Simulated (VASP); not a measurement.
# PbS (Pm-3m) in VASP: settings compared

Aim: see how the results for PbS move with the level of theory and the settings. Levels: r2SCAN, PBE. Tasks: single point.

Program: VASP 6.6.1. These are calculated values, not measurements. Logs are shortened: lines on timing, memory, paths and dates and some standing lists are left out, and cuts for length are marked.

### 1 The cell of the first run

Symmetry: Pm-3m, No. 221, cubic system. Conventional cell: a = 3.635 Å, b = 3.635 Å, c = 3.635 Å, α = 90.00°, β = 90.00°, γ = 90.00°. Within 4.1 Å of Pb (site symmetry m-3m) lie 8 S at 3.15 Å and 6 Pb at 3.64 Å. Within 4.1 Å of S (site symmetry m-3m) lie 8 Pb at 3.15 Å and 6 S at 3.64 Å.

### 2 Single point, r2SCAN

POSCAR

```
PbS
1.0
    3.6351319672      0.0000000000      0.0000000000
    0.0000000000      3.6351319672      0.0000000000
    0.0000000000      0.0000000000      3.6351319672
Pb S
1 1
Direct
    0.0000000000      0.0000000000      0.0000000000
    0.5000000000      0.5000000000      0.5000000000
```

INCAR.step1

```
SYSTEM = PbS
ALGO = Normal
EDIFF = 1E-4
ENCUT = 520
GGA = PE
ISMEAR = -1
LASPH = .True.
LCHARG = .False.
LREAL = .False.
LWAVE = .True.
NBANDS = 17
NELM = 100
PREC = Accurate
SIGMA = 0.02
```

INCAR.step2

```
SYSTEM = PbS
ALGO = Normal
EDIFF = 1E-6
ENCUT = 520
ISIF = 2
ISMEAR = -1
ISTART = 1
LASPH = .True.
LCHARG = .False.
LMIXTAU = .True.
LREAL = .False.
LWAVE = .False.
METAGGA = R2SCAN
NBANDS = 17
NELM = 100
PREC = Accurate
SIGMA = 0.02
```

KPOINTS

```
k-points
0
Gamma
  6 6 6
  0 0 0
```

Potentials or basis: VASP PAW PBE potentials, release 64 (Pb_d, S).

Started as:

```sh
cat potpaw_PBE.64/Pb_d/POTCAR potpaw_PBE.64/S/POTCAR > POTCAR
cp INCAR.step1 INCAR
mpirun -np 1 vasp_std > vasp.out
cp INCAR.step2 INCAR
mpirun -np 1 vasp_std > vasp.out
```

OUTCAR:

```text
SYSTEM = PbS
   EDIFF = 1E-6
   ENCUT = 520
   ISIF = 2
   ISMEAR = -1
   ISTART = 1
   LASPH = .True.
   LREAL = .False.
   METAGGA = R2SCAN
   NELM = 100
   PREC = Accurate

 ion  position               nearest neighbor table
   1  0.000  0.000  0.000-   2 3.15   2 3.15   2 3.15   2 3.15   2 3.15   2 3.15   2 3.15   2 3.15

   2  0.500  0.500  0.500-   1 3.15   1 3.15   1 3.15   1 3.15   1 3.15   1 3.15   1 3.15   1 3.15

  LATTYP: Found a simple cubic cell.
 ALAT       =     3.6351319672

  Lattice vectors:

 A1 = (   3.6351319672,   0.0000000000,   0.0000000000)
 A2 = (   0.0000000000,   3.6351319672,   0.0000000000)
 A3 = (   0.0000000000,   0.0000000000,   3.6351319672)

Analysis of symmetry for initial positions (statically):
=====================================================================
 Subroutine PRICEL returns:
 Original cell was already a primitive cell.

 Routine SETGRP: Setting up the symmetry group for a
 simple cubic supercell.

 Subroutine GETGRP returns: Found 48 space group operations
 (whereof 48 operations were pure point group operations)
 out of a pool of 48 trial point group operations.

The static configuration has the point symmetry O_h .

Analysis of symmetry for dynamics (positions and initial velocities):
=====================================================================
 Subroutine PRICEL returns:
 Original cell was already a primitive cell.

 Routine SETGRP: Setting up the symmetry group for a
 simple cubic supercell.

 Subroutine GETGRP returns: Found 48 space group operations
 (whereof 48 operations were pure point group operations)
 out of a pool of 48 trial point group operations.

The dynamic configuration has the point symmetry O_h .

 Subroutine INISYM returns: Found 48 space group operations
 (whereof 48 operations are pure point group operations),
 and found     1 'primitive' translations

----------------------------------------------------------------------------------------

                                     Primitive cell

  volume of cell :      48.0353

  direct lattice vectors                    reciprocal lattice vectors
     3.635131967  0.000000000  0.000000000     0.275093177  0.000000000  0.000000000
     0.000000000  3.635131967  0.000000000     0.000000000  0.275093177  0.000000000
     0.000000000  0.000000000  3.635131967     0.000000000  0.000000000  0.275093177

  length of vectors
     3.635131967  3.635131967  3.635131967     0.275093177  0.275093177  0.275093177

  position of ions in fractional coordinates (direct lattice)
[... 74 lines left out ...]
   EDIFF  = 0.1E-05   stopping-criterion for ELM
   LREAL  =      F    real-space projection
   EDIFFG = 0.1E-04   stopping-criterion for IOM
   NSW    =      0    number of steps for IOM
   IBRION =     -1    ionic relax: 0-MD 1-quasi-New 2-CG
   NFREE  =      0    steps in history (QN), initial steepest desc. (CG)
   ISIF   =      2    stress and relaxation
   ISYM   =      2    0-nonsym 1-usesym 2-fastsym
   POTIM  = 0.5000    time-step for ionic-motion
   TEBEG  =    0.0;   TEEND  =   0.0 temperature during run
   PSTRESS=    0.0 pullay stress
   NELECT =      20.0000    total number of electrons
   NUPDOWN=      -1.0000    fix difference up-down
   EMIN   =  10.00;   EMAX   =-10.00  energy-range for DOS
   EFERMI =   0.00;   METHOD = LEGACY
   ISMEAR =    -1;   SIGMA  =   0.02  broadening in eV -4-tet -1-fermi 0-gaus
   EFERMI_NEDOS =   21; number of points for ismear=-14 and -15
   IALGO  =     38    algorithm
   IMIX   =      4    mixing-type and parameters
     AMIX     =   0.40;   BMIX     =  1.00
     AMIX_MAG =   1.60;   BMIX_MAG =  1.00
  volume/ion in A,a.u.               =      24.02       162.08
  Fermi-wavevector in a.u.,A,eV,Ry     =   1.222451  2.310097 20.332348  1.494385
  Thomas-Fermi vector in A             =   2.357597
   LORBIT       =      0    0 simple, 1 ext, 2 COOP (PROOUT), +10 PAW based schemes
   METAGGA = R2SCAN    functional components
   LHFCALC =     F    Hartree Fock is set to
   AEXX    =    0.0000 exact exchange contribution
   IVDW    =     0    specifies the selected vdW correction
   LEPSILON=     F    determine dielectric tensor
   LRPA    =     F    only Hartree local field effects (RPA)
 non-spin polarized calculation
  energy-cutoff  :      520.00
  volume of cell :       48.04
 maximum number of plane-waves:      1328
 NGX is ok and might be reduce to    28
   NGX = 13   NGY = 13   NGZ = 13

 number of electron      19.9999994 magnetization

 Free energy of the ion-electron system (eV)
  ---------------------------------------------------
  ext. energy  EPLUGINS =         0.00000000
  ---------------------------------------------------
  free energy    TOTEN  =       -65.07928297 eV

  energy without entropy =      -65.07828414  energy(sigma->0) =      -65.07878355

 E-fermi :   6.1745     XC(G=0): -10.7846

 val. band max:        6.1640731588   @ k =   0.1667   0.1667   0.1667
 cond. band min:       6.6301093920   @ k =   0.5000   0.3333   0.3333
 fundamental gap:      0.4660362332
 Fermi energy:         6.1744829622

 k-point     1 :       0.0000    0.0000    0.0000
  band No.  band energies     occupation
      1     -11.4241      2.00000
      2     -11.4241      2.00000
      3     -11.2005      2.00000
      4     -11.2005      2.00000
      5     -11.2005      2.00000
      6      -7.6195      2.00000
[... 377 lines left out ...]
      4     -11.1493      2.00000
      5     -11.1493      2.00000
      6      -5.2174      2.00000
[... 9 lines left out ...]
     16      21.0966      0.00000
     17      23.3566      0.00000

------------------------ aborting loop because EDIFF is reached ----------------------------------------

  FORCE on cell =-STRESS in cart. coord.  units (eV):
  Direction    XX          YY          ZZ          XY          YZ          ZX
  --------------------------------------------------------------------------------------
  -------------------------------------------------------------------------------------
  Total       -0.0023624     -0.0023624     -0.0023624      0.0000000     -0.0000000     -0.0000000
  in kB       -0.0787955     -0.0787955     -0.0787955      0.0000000     -0.0000000     -0.0000000
  external PRESSURE =      -0.0787955 kB  Pullay stress =       0.0000000 kB

 VOLUME and BASIS-vectors are now :
 -----------------------------------------------------------------------------
  energy-cutoff  :      520.00
  volume of cell :       48.04
      direct lattice vectors                 reciprocal lattice vectors
     3.635131967  0.000000000  0.000000000     0.275093177  0.000000000  0.000000000
     0.000000000  3.635131967  0.000000000     0.000000000  0.275093177  0.000000000
     0.000000000  0.000000000  3.635131967     0.000000000  0.000000000  0.275093177

 POSITION                                       TOTAL-FORCE (eV/Angst)
 -----------------------------------------------------------------------------------
      0.00000      0.00000      0.00000         0.000000      0.000000      0.000000
      1.81757      1.81757      1.81757         0.000000      0.000000      0.000000
 -----------------------------------------------------------------------------------
    total drift:                               -0.000000      0.000000      0.000000

  FREE ENERGIE OF THE ION-ELECTRON SYSTEM (eV)
  ---------------------------------------------------
  free  energy   TOTEN  =       -65.0792829726 eV

  energy  without entropy=      -65.0782841357  energy(sigma->0) =      -65.07878355
```

Wall time 36 s (1 thread of AMD EPYC 7R13 (Zen 3), shared host); peak memory 0.14 GiB.

Results:

```yaml
Free_energy: -65.0793 eV
Pressure: 0.0 GPa
Band_gap_on_the_k_mesh: zero (band 10 reaches 6.16 eV, above the bottom of band 11 at 5.86 eV)
```

Levels at points of the mesh, in eV from the Fermi level:
```csv
k point,band 6,band 7,band 8,band 9,band 10,band 11,band 12,band 13,band 14,band 15
"(0.00, 0.00, 0.00)",-13.79,-6.83,-1.73,-1.73,-1.73,5.96,5.96,7.02,7.02,7.02
"(0.50, 0.00, 0.00)",-12.46,-9.32,-0.56,-0.56,-0.10,0.67,4.21,4.21,7.20,9.99
"(0.50, 0.50, 0.00)",-11.63,-7.47,-4.64,-4.64,-0.36,4.59,4.59,6.30,7.84,10.01
"(0.50, 0.50, 0.50)",-11.39,-6.13,-2.55,-2.55,-2.55,-0.32,-0.32,-0.32,14.92,14.92
```

Caveat: the PAW data sets were made with another functional, which shifts forces and pressure a little; spin-orbit coupling is left out, which moves the levels of the heavy elements.

### 3 Single point, PBE

This run uses another cell than the first one, of 24.35 Å³/atom, 1.014 times its volume.

INCAR

```
ALGO = Normal
EDIFF = 1E-6
ENCUT = 520
GGA = PE
ISIF = 2
ISMEAR = -1
LASPH = True
LCHARG = False
LREAL = False
LWAVE = False
NBANDS = 17
NELM = 80
PREC = Accurate
SIGMA = 0.02
```

KPOINTS

```
k-points
0
Gamma
  8 8 8
```

POSCAR

```
PbS
1.0
    3.6519375865      0.0000000000      0.0000000000
    0.0000000000      3.6519375865      0.0000000000
    0.0000000000      0.0000000000      3.6519375865
Pb S
1 1
Direct
    0.0000000000      0.0000000000      0.0000000000
    0.5000000000      0.5000000000      0.5000000000
```

Potentials or basis: VASP PAW PBE potentials, release 64 (Pb_d, S).

Started as:

```sh
cat potpaw_PBE.64/Pb_d/POTCAR potpaw_PBE.64/S/POTCAR > POTCAR
mpirun -np 1 vasp_std > vasp.out
```

Wall time 16 s (1 thread of AMD EPYC 7R13 (Zen 3), shared host); peak memory 0.14 GiB.

The run converged. Its results:

* Free energy: -8.2565 eV
* Pressure: -0.1 GPa
* Band gap on the k mesh: zero (band 10 reaches 6.07 eV, above the bottom of band 11 at 5.66 eV)

Levels at points of the mesh, in eV from the Fermi level:
| k point | band 8 | band 9 | band 10 | band 11 | band 12 | band 13 |
| --- | --- | --- | --- | --- | --- | --- |
| (0.00, 0.00, 0.00) | -1.55 | -1.55 | -1.55 | 5.53 | 5.53 | 6.57 |
| (0.50, 0.00, 0.00) | -0.44 | -0.44 | -0.08 | 0.37 | 3.99 | 3.99 |
| (0.50, 0.50, 0.00) | -4.39 | -4.39 | -0.24 | 4.24 | 4.24 | 5.97 |
| (0.50, 0.50, 0.50) | -2.34 | -2.34 | -2.34 | -0.42 | -0.42 | -0.42 |

Caveat: spin-orbit coupling is left out, which moves the levels of the heavy elements.
